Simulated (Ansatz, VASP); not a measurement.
V in VASP and in Ansatz

File INCAR:

```
SYSTEM = V
  PREC = Accurate
  ENCUT = 520
  EDIFF = 1E-7
  ISMEAR = -1
  SIGMA = 0.05
  LREAL = .FALSE.
  LASPH = .TRUE.
  NELM = 60
  ALGO = Normal
  ISIF = 2
  LWAVE = .FALSE.
  LCHARG = .FALSE.
  GGA = PS
  NBANDS = 20
```

KPOINTS

```
Automatic mesh
0
G
  10 10 10
  0 0 0
```

Contents of POSCAR:

```
V
1.0
    0.0000000000      2.5635698487      2.5635698487
    2.5635698487      0.0000000000      2.5635698487
    2.5635698487      2.5635698487      0.0000000000
V
2
Direct
   -0.1250000000     -0.1250000000     -0.1250000000
    0.1250000000      0.1250000000      0.1250000000
```

Input for Ansatz:

```yaml
crystal:
  lattice:
    - [0.0, 2.5635698487, 2.5635698487]
    - [2.5635698487, 0.0, 2.5635698487]
    - [2.5635698487, 2.5635698487, 0.0]
  atoms:
    - { symbol: V, position: [-0.125, -0.125, -0.125] }
    - { symbol: V, position: [0.125, 0.125, 0.125] }
kpoints:
  mp_grid: { grid: [10, 10, 10] }
scf:
  occupations: { method: fermi_dirac, width: 0.05 }
hamiltonian:
  xc: pbesol
  pseudopotentials: { kind: all_electron, lapw: { basis_error: 0.001 } }
output:
  forces: true
  stress: true
  eigenvalues: true
  populations: true
```

Alike in both runs: task single point; functional PBEsol; k mesh 10 × 10 × 10; occupations fermi-dirac, width 0.05 eV; no spin polarisation.

```csv
,VASP,Ansatz
version,VASP 6.6.1,Ansatz 0.2.0
potentials or method,"VASP PAW PBE potentials, release 64 (V_sv), cutoff 520 eV","all-electron LAPW, scalar-relativistic"
```

|  | VASP | Ansatz | Ansatz less VASP |
| --- | --- | --- | --- |
| pressure (GPa) | 3.7 | 2.8 | -0.82 |

VASP's potentials were made for PBE, not for PBEsol. Ansatz ran all-electron here, and VASP with PAW potentials.
